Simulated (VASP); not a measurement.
# Si: electric field gradients with r2SCAN

Crystal: Si.

```
Si
1.0
    -2.39913    2.37919    1.32927
     2.37919   -2.39913    1.32927
     2.36356    2.36356   -1.36484
Si
2
Direct
  0.25000 0.75000 0.50000
  0.50000 0.50000 0.00000
```

This cell differs from its parent crystal: equal xy, yz and zx shear strains of -1.5 %.

```
Program                : VASP 6.6.1
Task                   : electric field gradients
Functional             : r2SCAN
Potentials or basis    : VASP PAW PBE potentials, release 64 (Si)
Cutoff                 : 520 eV
k mesh                 : 16 × 16 × 16
Occupations            : fermi-dirac, width 0.08 eV
Spin                   : no spin polarisation
Dipole correction      : no
Further INCAR settings : ALGO = Normal; EDIFF = 1e-08; NBANDS = 11
```

| Quantity | Value |
| --- | --- |
| Pressure | 2.4 GPa |
| Largest force | 0.044 eV/Å |
| Band gap on the k mesh | zero (bands 4 and 5 overlap by 6.82 eV) |
| Largest electric field gradient by atom | Si +20.6 V/Å² |

Forces on the atoms (eV/Å):
```
Si  -0.031  0.031  0.000
Si   0.031 -0.031  0.000
```

Stress tensor (GPa, compression positive):
```
2.70 1.66 1.10
1.66 2.70 1.10
1.10 1.10 1.93
```

Levels at points of the mesh, in eV from the Fermi level:
| k point | band 1 | band 2 | band 3 | band 4 | band 5 | band 6 | band 7 | band 8 | band 9 |
| --- | --- | --- | --- | --- | --- | --- | --- | --- | --- |
| (0.00, 0.00, 0.00) | -14.68 | -2.85 | -2.50 | -1.69 | 1.87 | 7.91 | 9.59 | 9.74 | 9.81 |
| (0.50, 0.00, 0.00) | -8.02 | -7.24 | -2.36 | -2.06 | -1.62 | 1.16 | 4.68 | 5.75 | 10.12 |
| (0.50, 0.50, 0.00) | -11.39 | -11.38 | 0.47 | 0.49 | 3.19 | 3.23 | 8.45 | 9.14 | 9.69 |
| (0.00, 0.00, 0.50) | -11.28 | -11.28 | 0.24 | 0.24 | 2.91 | 2.91 | 8.70 | 8.70 | 9.90 |
| (0.50, 0.00, 0.50) | -8.25 | -7.35 | -2.36 | -1.77 | -1.39 | 1.30 | 5.22 | 6.09 | 9.70 |
| (0.50, 0.50, 0.50) | -8.70 | -8.70 | -7.24 | -7.24 | 5.88 | 5.88 | 14.24 | 14.24 | 14.94 |

Electric field gradients, principal values (V/Å²):
```
atom    least   middle  greatest (by size)
1 Si  -10.269  -10.360              20.630
2 Si  -10.269  -10.360              20.630
```

It took 17 min on 1 thread of AMD EPYC 9R45 96-Core Processor (Zen 5), with other jobs on the host, peak memory 0.35 GiB.

Caveat: the cell differs from its parent crystal (equal xy, yz and zx shear strains of -1.5 %); without QUAD_EFG the Cq values of the log hold for a quadrupole moment of 1 mb, not for the nuclei; the PAW data sets were made with another functional, which shifts forces and pressure a little.
